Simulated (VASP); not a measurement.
# BiSbS4: relaxation of cell and atoms with PBE

BiSbS4:

```
Sb Bi S
1.0
     5.80386    0.00000    0.00000
    -2.90193    5.02629    0.00000
     0.00000    0.00000    5.64885
Sb Bi S
1 1 4
Cartesian
  0.0000 0.0000 2.8244
  0.0000 0.0000 0.0000
  0.0000 3.3509 1.8434
  2.9019 1.6754 1.8434
  2.9019 1.6754 3.8054
  0.0000 3.3509 3.8054
```

The cell was built from a structure type or drawn by symmetry, and may not be a known phase.

```
Program                : VASP 6.6.1
Task                   : relaxation of cell and atoms
Functional             : PBE
Potentials or basis    : VASP PAW PBE potentials, release 64 (Sb, Bi_d, S)
Cutoff                 : 600 eV
k mesh                 : 6 × 6 × 8
Occupations            : gaussian, width 0.1 eV
Spin                   : no spin polarisation
Dipole correction      : no
Further INCAR settings : ALGO = Normal; EDIFF = 1e-07; IBRION = 2; EDIFFG = -0.01; NSW = 100; ISIF = 3
```

* Relaxed volume: 27.11 Å³/atom
* Relaxed cell: a = 5.719 Å, b = 5.719 Å, c = 5.743 Å, α = 90.00°, β = 90.00°, γ = 120.00°
* Space group after relaxing (to 0.1 Å): P6/mmm (No. 191)
* Energy gained by relaxing: 3.2 meV/atom
* Ionic steps: 9
* Pressure after relaxing: 0.0 GPa
* Band gap on the k mesh: zero (bands 22 and 23 overlap by 0.90 eV)

Forces on the atoms (eV/Å):
```
Sb   0.000  0.000  0.000
Bi   0.000  0.000  0.000
S    0.000  0.000 -0.002
S    0.000  0.000 -0.002
S    0.000  0.000  0.002
S    0.000  0.000  0.002
```

The path:
| step | energy change (eV) | largest force (eV/Å) | pressure (GPa) | volume (Å³) |
| --- | --- | --- | --- | --- |
| 1 | 0.0000 | 0.2047 | -0.03 | 164.79 |
| 2 | -0.0109 | 0.0030 | 0.12 | 164.65 |
| 3 | -0.0139 | 0.1938 | 0.27 | 164.51 |
| 4 | -0.0175 | 0.0088 | -0.22 | 164.92 |
| 5 | -0.0175 | 0.0213 | -0.19 | 164.89 |
| 6 | -0.0179 | 0.0184 | -0.16 | 164.57 |
| 7 | -0.0188 | 0.0096 | -0.08 | 163.62 |
| 8 | -0.0188 | 0.0044 | 0.10 | 161.72 |
| 9 | -0.0191 | 0.0022 | 0.01 | 162.69 |

Final structure:
```xyz
6
Lattice="5.7190 0.0000 0.0000 -2.8595 4.9528 0.0000 0.0000 0.0000 5.7435" Properties=species:S:1:pos:R:3 pbc="T T T"
Sb    0.0000    0.0000    2.8717
Bi    0.0000    0.0000    0.0000
S     0.0000    3.3019    1.8916
S     2.8595    1.6509    1.8916
S     2.8595    1.6509    3.8519
S     0.0000    3.3019    3.8519
```

Levels at points of the mesh, in eV from the Fermi level:
```tsv
k point	band 18	band 19	band 20	band 21	band 22	band 23	band 24	band 25	band 26
(0.00, 0.00, 0.00)	-3.88	-1.54	-1.54	-0.09	-0.09	-0.06	-0.06	1.48	1.48
(0.50, 0.00, 0.00)	-2.83	-1.87	-0.74	-0.52	-0.50	-0.07	0.54	1.10	1.29
(0.00, 0.00, 0.50)	-1.87	-1.87	-1.48	-1.48	0.48	0.84	0.84	1.64	1.64
(0.50, 0.00, 0.50)	-2.78	-1.46	-1.13	-0.04	0.36	0.40	0.49	0.93	1.17
```

Run time: 9.2 min on 1 thread of Intel(R) Xeon(R) 6975P-C (Granite Rapids), with other jobs on the host, peak memory 0.46 GiB.

Caveat: spin-orbit coupling is left out, which moves the levels of the heavy elements.
